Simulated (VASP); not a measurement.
Li2ZnO2:

```
CELL_PARAMETERS angstrom
3.24867 0.00000 0.00000
-1.62434 2.81343 0.00000
0.00000 0.00000 5.71490
ATOMIC_POSITIONS crystal
Li 0.66667 0.33333 0.71152
Li 0.33333 0.66667 0.28848
Zn 0.00000 0.00000 0.00000
O 0.66667 0.33333 0.37439
O 0.33333 0.66667 0.62561
```

| Item | Value |
| --- | --- |
| Program | VASP 6.6.1 |
| Task | relaxation of cell and atoms |
| Functional | PBE |
| Potentials or basis | VASP PAW PBE potentials, release 64 (Li_sv, Zn, O) |
| Cutoff | 600 eV |
| k mesh | 6 × 6 × 4 |
| Occupations | gaussian, width 0.1 eV |
| Spin | no spin polarisation |

At the start: pressure 1.7 GPa; volume 10.45 Å³/atom.

Q: How do energy, volume and symmetry change on relaxing?

A: Over 12 steps the energy falls by 1156.6 meV/atom and the volume is 8.94 Å³/atom (-14.4 %); space group P-3m1 (No. 164, to 0.05 Å).

The path:
```csv
step,energy change (eV),largest force (eV/Å),pressure (GPa),volume (Å³)
1,0.0000,3.9501,1.71,52.23
2,-1.9750,3.9988,-4.90,53.07
3,-5.1230,0.1938,-15.68,55.45
4,-5.3347,2.4506,8.15,43.24
5,-5.5962,1.0642,-5.47,47.73
6,-5.7749,0.1533,-0.46,44.99
7,-5.7772,0.1267,0.20,44.67
8,-5.7771,0.1375,0.37,44.61
9,-5.7815,0.0826,0.06,44.70
10,-5.7826,0.0631,-0.15,44.77
11,-5.7826,0.0670,-0.13,44.78
12,-5.7831,0.0145,0.12,44.70
```

Final structure:
```yaml
crystal:
  lattice:
    - [3.15844, 0.00000, 0.00000]
    - [-1.57922, 2.73529, 0.00000]
    - [0.00000, 0.00000, 5.17441]
  atoms:
    - { symbol: Li, position: [0.66667, 0.33333, 0.64002] }
    - { symbol: Li, position: [0.33333, 0.66667, 0.35998] }
    - { symbol: Zn, position: [0.00000, 0.00000, 0.00000] }
    - { symbol: O, position: [0.66667, 0.33333, 0.24098] }
    - { symbol: O, position: [0.33333, 0.66667, 0.75902] }
```

Caveat: the cutoff is under 1.25 times the usual one of these potentials, so pressure, stress and relaxed cells hold a basis-set (Pulay) error.
